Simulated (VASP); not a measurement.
# Ba (P6/mmm) in VASP: further runs

The runs below take Ba through single point, with RPBE.

Everything below comes from runs of VASP 6.6.1. Logs are shortened: lines on timing, memory, paths and dates and some standing lists are left out, and cuts for length are marked.

## (1) The cell of the first run

The structure is hexagonal, space group P6/mmm (No. 191). The conventional cell has a = 7.404 Å, b = 7.404 Å, c = 4.399 Å, α = 90.00°, β = 90.00°, γ = 120.00°. Within 5.8 Å of Ba (site symmetry 6/mmm) lie 14 Ba at 4.40 to 4.81 Å. Ba (site symmetry -6m2) has 11 Ba at 4.27 to 4.81 Å within 5.6 Å.

This isn't the form of Ba at room conditions, which is bcc.

## (2) Single point, RPBE

The input, INCAR:

```
ALGO     = Normal         # electronic algorithm
EDIFF    = 1E-6           # SCF threshold, eV
ENCUT    = 520            # plane-wave cutoff, eV
GGA      = RP             # functional
ISIF     = 2              # what is computed and relaxed
ISMEAR   = -1             # smearing method
LASPH    = T              # aspherical terms in the spheres
LCHARG   = F              # write CHGCAR
LREAL    = F              # projectors in reciprocal space
LWAVE    = F              # write WAVECAR
NBANDS   = 22             # bands
NELM     = 100            # most SCF steps
PREC     = Accurate       # precision mode
SIGMA    = 0.1            # smearing width, eV
```

The input, KPOINTS:

```
k-points
0
Gamma
  5 5 7
```

The input, POSCAR:

```
Ba
1.0
    7.4040688562      0.0000000000      0.0000000000
   -3.7020344281      6.4121117208      0.0000000000
    0.0000000000      0.0000000000      4.3987586462
Ba
3
Direct
    1.0000000000      0.0000000000      1.0000000000
    0.3333333333      0.6666666667      0.5000000000
    0.6666666667      0.3333333333      0.5000000000
```

Potentials or basis: VASP PAW PBE potentials, release 64 (Ba_sv).

Command:

```sh
$ cat potpaw_PBE.64/Ba_sv/POTCAR > POTCAR
$ mpirun -np 1 vasp_std > vasp.out
```

OUTCAR:

```text
EDIFF = 1E-6
   ENCUT = 520
   GGA = RP
   ISIF = 2
   ISMEAR = -1
   LASPH = T
   LREAL = F
   NELM = 100
   PREC = Accurate

 ion  position               nearest neighbor table
   1  0.000  0.000  0.000-
   2  0.333  0.667  0.500-   3 4.27   3 4.27   3 4.27
   3  0.667  0.333  0.500-   2 4.27   2 4.27   2 4.27

  LATTYP: Found a hexagonal cell.
 ALAT       =     7.4040688562
 C/A-ratio  =     0.5941001808

  Lattice vectors:

 A1 = (   7.4040688562,   0.0000000000,   0.0000000000)
 A2 = (  -3.7020344281,   6.4121117208,   0.0000000000)
 A3 = (   0.0000000000,   0.0000000000,   4.3987586462)

Analysis of symmetry for initial positions (statically):
=====================================================================
 Subroutine PRICEL returns:
 Original cell was already a primitive cell.

 Routine SETGRP: Setting up the symmetry group for a
 hexagonal supercell.

 Subroutine GETGRP returns: Found 24 space group operations
 (whereof 24 operations were pure point group operations)
 out of a pool of 24 trial point group operations.

The static configuration has the point symmetry D_6h.

Analysis of symmetry for dynamics (positions and initial velocities):
=====================================================================
 Subroutine PRICEL returns:
 Original cell was already a primitive cell.

 Routine SETGRP: Setting up the symmetry group for a
 hexagonal supercell.

 Subroutine GETGRP returns: Found 24 space group operations
 (whereof 24 operations were pure point group operations)
 out of a pool of 24 trial point group operations.

The dynamic configuration has the point symmetry D_6h.

 Subroutine INISYM returns: Found 24 space group operations
 (whereof 24 operations are pure point group operations),
 and found     1 'primitive' translations

----------------------------------------------------------------------------------------

                                     Primitive cell

  volume of cell :     208.8342

  direct lattice vectors                    reciprocal lattice vectors
     7.404068856  0.000000000  0.000000000     0.135060873  0.077977431  0.000000000
    -3.702034428  6.412111721  0.000000000     0.000000000  0.155954862  0.000000000
     0.000000000  0.000000000  4.398758646     0.000000000  0.000000000  0.227336865

  length of vectors
     7.404068856  7.404068856  4.398758646     0.155954862  0.155954862  0.227336865

  position of ions in fractional coordinates (direct lattice)
     0.000000000  0.000000000  0.000000000
     0.333333333  0.666666667  0.500000000
     0.666666667  0.333333333  0.500000000

  ion indices of the primitive-cell ions
   primitive index   ion index
                 1           1
                 2           2
                 3           3

----------------------------------------------------------------------------------------

 KPOINTS: k-points

Automatic generation of k-mesh.
 Grid dimensions read from file:
 generate k-points for:    5    5    7

 Generating k-lattice:

  Cartesian coordinates                     Fractional coordinates (reciprocal lattice)
     0.027012175  0.015595486  0.000000000     0.200000000  0.000000000  0.000000000
     0.000000000  0.031190972  0.000000000     0.000000000  0.200000000  0.000000000
     0.000000000  0.000000000  0.032476695     0.000000000  0.000000000  0.142857143

  Length of vectors
     0.031190972  0.031190972  0.032476695

  Shift w.r.t. Gamma in fractional coordinates (k-lattice)
     0.000000000  0.000000000  0.000000000

 Subroutine IBZKPT returns following result:
 ===========================================

 Found     20 irreducible k-points:

 Following reciprocal coordinates:
            Coordinates               Weight
  0.000000  0.000000  0.000000      1.000000
  0.200000  0.000000  0.000000      6.000000
  0.400000  0.000000  0.000000      6.000000
  0.200000  0.200000  0.000000      6.000000
  0.400000  0.200000  0.000000      6.000000
  0.000000  0.000000  0.142857      2.000000
[... 12 lines left out ...]
  0.200000  0.200000  0.428571     12.000000
  0.400000  0.200000  0.428571     12.000000
   k-points           NKPTS =     20   k-points in BZ     NKDIM =     20   number of bands    NBANDS=     22
   number of dos      NEDOS =    301   number of ions     NIONS =      3
   total plane-waves  NPLWV = 112896
   dimension x,y,z NGX =    56 NGY =   56 NGZ =   36
   dimension x,y,z NGXF=   112 NGYF=  112 NGZF=   72
   ions per type =               3
   NGX,Y,Z   is equivalent  to a cutoff of  12.57, 12.57, 13.61 a.u.
   NGXF,Y,Z  is equivalent  to a cutoff of  25.15, 25.15, 27.21 a.u.
 SYSTEM =  unknown system
   PREC   = accura    normal or accurate (medium, high low for compatibility)
   ISTART =      0    job   : 0-new  1-cont  2-samecut
   ICHARG =      2    charge: 1-file 2-atom 10-const
   ISPIN  =      1    spin polarized calculation?
   LNONCOLLINEAR =      F non collinear calculations
   LSORBIT =      F    spin-orbit coupling
   LASPH  =      T    aspherical Exc in radial PAW
   ENCUT  =  520.0 eV  38.22 Ry    6.18 a.u.  13.77 13.77  8.18*2*pi/ulx,y,z
   NELM   =    100;   NELMIN=  2; NELMDL= -5     # of ELM steps
   EDIFF  = 0.1E-05   stopping-criterion for ELM
   LREAL  =      F    real-space projection
   EDIFFG = 0.1E-04   stopping-criterion for IOM
   NSW    =      0    number of steps for IOM
   IBRION =     -1    ionic relax: 0-MD 1-quasi-New 2-CG
   NFREE  =      0    steps in history (QN), initial steepest desc. (CG)
   ISIF   =      2    stress and relaxation
   ISYM   =      2    0-nonsym 1-usesym 2-fastsym
   POTIM  = 0.5000    time-step for ionic-motion
   TEBEG  =    0.0;   TEEND  =   0.0 temperature during run
   PSTRESS=    0.0 pullay stress
   NELECT =      30.0000    total number of electrons
   NUPDOWN=      -1.0000    fix difference up-down
   EMIN   =  10.00;   EMAX   =-10.00  energy-range for DOS
   EFERMI =   0.00;   METHOD = LEGACY
   ISMEAR =    -1;   SIGMA  =   0.10  broadening in eV -4-tet -1-fermi 0-gaus
   EFERMI_NEDOS =   21; number of points for ismear=-14 and -15
   IALGO  =     38    algorithm
   IMIX   =      4    mixing-type and parameters
     AMIX     =   0.40;   BMIX     =  1.00
     AMIX_MAG =   1.60;   BMIX_MAG =  1.00
  volume/ion in A,a.u.               =      69.61       469.76
  Fermi-wavevector in a.u.,A,eV,Ry     =   0.857396  1.620243 10.002018  0.735128
  Thomas-Fermi vector in A             =   1.974443
   LORBIT       =      0    0 simple, 1 ext, 2 COOP (PROOUT), +10 PAW based schemes
   GGA     = RP    functional components
   LHFCALC =     F    Hartree Fock is set to
   AEXX    =    0.0000 exact exchange contribution
   IVDW    =     0    specifies the selected vdW correction
   LEPSILON=     F    determine dielectric tensor
   LRPA    =     F    only Hartree local field effects (RPA)
 non-spin polarized calculation
  energy-cutoff  :      520.00
  volume of cell :      208.83
 maximum number of plane-waves:      5662
 NGX is ok and might be reduce to    56
   NGX = 27   NGY = 27   NGZ = 17

 number of electron      30.0000000 magnetization

 Free energy of the ion-electron system (eV)
  ---------------------------------------------------
  ext. energy  EPLUGINS =         0.00000000
  ---------------------------------------------------
  free energy    TOTEN  =        -5.00230868 eV

  energy without entropy =       -4.81011797  energy(sigma->0) =       -4.90621333

 E-fermi :   1.4586     XC(G=0):  -6.9844

 val. band max:        1.4556418267   @ k =   0.0000   0.0000   0.2857
 cond. band min:       1.4762503502   @ k =   0.0000   0.0000   0.1429
 fundamental gap:      0.0206085236
 Fermi energy:         1.4585702247

 k-point     1 :       0.0000    0.0000    0.0000
  band No.  band energies     occupation
      1     -27.6911      2.00000
      2     -27.6562      2.00000
      3     -27.5946      2.00000
      4     -12.9801      2.00000
      5     -12.9801      2.00000
      6     -12.8347      2.00000
[... 14 lines left out ...]
     21       3.4702      0.00000
     22       3.4702      0.00000

 k-point     2 :       0.2000    0.0000    0.0000
  band No.  band energies     occupation
      1     -27.6880      2.00000
      2     -27.6591      2.00000
      3     -27.5949      2.00000
      4     -13.0019      2.00000
      5     -12.9776      2.00000
      6     -12.8034      2.00000
[... 14 lines left out ...]
     21       3.1612      0.00000
     22       3.6747      0.00000

 k-point     3 :       0.4000    0.0000    0.0000
  band No.  band energies     occupation
      1     -27.6808      2.00000
      2     -27.6658      2.00000
      3     -27.5954      2.00000
      4     -13.0282      2.00000
      5     -12.9412      2.00000
      6     -12.8108      2.00000
[... 14 lines left out ...]
     21       2.7738      0.00000
     22       3.5055      0.00000

 k-point     4 :       0.2000    0.2000    0.0000
  band No.  band energies     occupation
      1     -27.6826      2.00000
      2     -27.6641      2.00000
      3     -27.5953      2.00000
      4     -13.0128      2.00000
      5     -12.9655      2.00000
      6     -12.7991      2.00000
[... 14 lines left out ...]
     21       2.7568      0.00000
     22       3.6774      0.00000

 k-point     5 :       0.4000    0.2000    0.0000
  band No.  band energies     occupation
      1     -27.6767      2.00000
      2     -27.6698      2.00000
      3     -27.5956      2.00000
      4     -13.0173      2.00000
      5     -12.9260      2.00000
      6     -12.8658      2.00000
[... 14 lines left out ...]
     21       2.6562      0.00001
     22       3.6043      0.00000

 k-point     6 :       0.0000    0.0000    0.1429
  band No.  band energies     occupation
      1     -27.6880      2.00000
      2     -27.6534      2.00000
      3     -27.5918      2.00000
      4     -12.9738      2.00000
      5     -12.9738      2.00000
      6     -12.8215      2.00000
[... 14 lines left out ...]
     21       3.3802      0.00000
     22       3.3802      0.00000

 k-point     7 :       0.2000    0.0000    0.1429
  band No.  band energies     occupation
      1     -27.6849      2.00000
      2     -27.6562      2.00000
      3     -27.5921      2.00000
      4     -12.9929      2.00000
      5     -12.9696      2.00000
      6     -12.8022      2.00000
[... 224 lines left out ...]
      6     -12.9482      2.00000
[... 14 lines left out ...]
     21       3.3399      0.00000
     22       3.3399      0.00000

 k-point    17 :       0.2000    0.0000    0.4286
  band No.  band energies     occupation
      1     -27.6724      2.00000
      2     -27.6447      2.00000
      3     -27.5806      2.00000
      4     -12.9882      2.00000
      5     -12.9559      2.00000
      6     -12.9476      2.00000
[... 14 lines left out ...]
     21       3.1262      0.00000
     22       3.2550      0.00000

 k-point    18 :       0.4000    0.0000    0.4286
  band No.  band energies     occupation
      1     -27.6659      2.00000
      2     -27.6512      2.00000
      3     -27.5806      2.00000
      4     -12.9849      2.00000
      5     -12.9709      2.00000
      6     -12.9672      2.00000
[... 14 lines left out ...]
     21       3.0952      0.00000
     22       3.1385      0.00000

 k-point    19 :       0.2000    0.2000    0.4286
  band No.  band energies     occupation
      1     -27.6675      2.00000
      2     -27.6496      2.00000
      3     -27.5806      2.00000
      4     -12.9978      2.00000
      5     -12.9829      2.00000
      6     -12.9382      2.00000
[... 14 lines left out ...]
     21       3.0045      0.00000
     22       3.2632      0.00000

 k-point    20 :       0.4000    0.2000    0.4286
  band No.  band energies     occupation
      1     -27.6620      2.00000
      2     -27.6551      2.00000
      3     -27.5806      2.00000
      4     -13.0168      2.00000
      5     -12.9760      2.00000
      6     -12.9522      2.00000
[... 14 lines left out ...]
     21       3.1434      0.00000
     22       3.3453      0.00000

------------------------ aborting loop because EDIFF is reached ----------------------------------------

  FORCE on cell =-STRESS in cart. coord.  units (eV):
  Direction    XX          YY          ZZ          XY          YZ          ZX
  --------------------------------------------------------------------------------------
  -------------------------------------------------------------------------------------
  Total        0.0430275      0.0430275      0.0645087      0.0000000      0.0000000     -0.0000000
  in kB        0.3301074      0.3301074      0.4949112      0.0000000      0.0000000     -0.0000000
  external PRESSURE =       0.3850420 kB  Pullay stress =       0.0000000 kB

 VOLUME and BASIS-vectors are now :
 -----------------------------------------------------------------------------
  energy-cutoff  :      520.00
  volume of cell :      208.83
      direct lattice vectors                 reciprocal lattice vectors
     7.404068856  0.000000000  0.000000000     0.135060873  0.077977431  0.000000000
    -3.702034428  6.412111721  0.000000000     0.000000000  0.155954862  0.000000000
     0.000000000  0.000000000  4.398758646     0.000000000  0.000000000  0.227336865

 POSITION                                       TOTAL-FORCE (eV/Angst)
 -----------------------------------------------------------------------------------
      0.00000      0.00000      0.00000        -0.000000      0.000000      0.000000
     -0.00000      4.27474      2.19938         0.000000     -0.000000      0.000000
      3.70203      2.13737      2.19938         0.000000      0.000000      0.000000
 -----------------------------------------------------------------------------------
    total drift:                                0.000000     -0.000000      0.000000

  FREE ENERGIE OF THE ION-ELECTRON SYSTEM (eV)
  ---------------------------------------------------
  free  energy   TOTEN  =        -5.0023086802 eV

  energy  without entropy=       -4.8101179736  energy(sigma->0) =       -4.90621333
```

It took 38 s on 1 thread of AMD EPYC 9R45 (Zen 5), shared host; peak memory 0.31 GiB.

What came out:

```
Free energy            : -5.0023 eV
Pressure               : 0.0 GPa
Band gap on the k mesh : zero (bands 15 and 16 overlap by 0.44 eV)
```

Caveat: the PAW data sets were made with another functional, which shifts forces and pressure a little; spin-orbit coupling is left out, which moves the levels of the heavy elements.

## (3) Single point, RPBE (61.26 Å³/atom)

This run uses another cell than the first one, of 61.26 Å³/atom.

Changes to INCAR since step 2:

```diff
@@ -7,4 +7,6 @@
 LASPH    = T              # aspherical terms in the spheres
-LCHARG   = F              # write CHGCAR
+LCHARG   = T              # write CHGCAR
+LELF     = T              # ELF
 LREAL    = F              # projectors in reciprocal space
+LVHAR    = T            
 LWAVE    = F              # write WAVECAR
```

The input, KPOINTS:

```
k-points
0
Gamma
  6 6 8
```

The input, POSCAR:

```
Ba
1.0
    7.0952005081      0.0000000000      0.0000000000
   -3.5476002540      6.1446238850      0.0000000000
    0.0000000000      0.0000000000      4.2152599048
Ba
3
Direct
    1.0000000000      0.0000000000      1.0000000000
    0.3333333333      0.6666666667      0.5000000000
    0.6666666667      0.3333333333      0.5000000000
```

Potentials or basis: VASP PAW PBE potentials, release 64 (Ba_sv).

Command:

```sh
$ cat potpaw_PBE.64/Ba_sv/POTCAR > POTCAR
$ mpirun -np 1 vasp_std > vasp.out
```

It took 52 s on 1 thread of AMD EPYC 9R45 (Zen 5), shared host; peak memory 0.31 GiB.

It converged, with:

| Quantity | Value |
| --- | --- |
| Free energy | -4.9168 eV |
| Pressure | 1.2 GPa |
| Band gap on the k mesh | zero (bands 15 and 16 overlap by 0.62 eV) |

Levels at points of the mesh, in eV from the Fermi level:
```
           k point  band 11  band 12  band 13  band 14  band 15  band 16  band 17  band 18  band 19  band 20
(0.00, 0.00, 0.00)   -13.84   -13.80    -2.76    -0.32     0.50     0.50     0.55     0.55     0.66     1.54
(0.50, 0.00, 0.00)   -13.88   -13.82    -1.48    -1.40    -0.90     0.68     0.76     0.83     1.02     1.24
(0.00, 0.00, 0.50)   -13.91   -13.91    -0.61    -0.42    -0.42    -0.09    -0.09    -0.09     1.56     1.56
(0.50, 0.00, 0.50)   -13.90   -13.88    -0.69    -0.57    -0.21     0.17     0.50     0.62     1.22     1.33
```

Caveat: the PAW data sets were made with another functional, which shifts forces and pressure a little; spin-orbit coupling is left out, which moves the levels of the heavy elements.
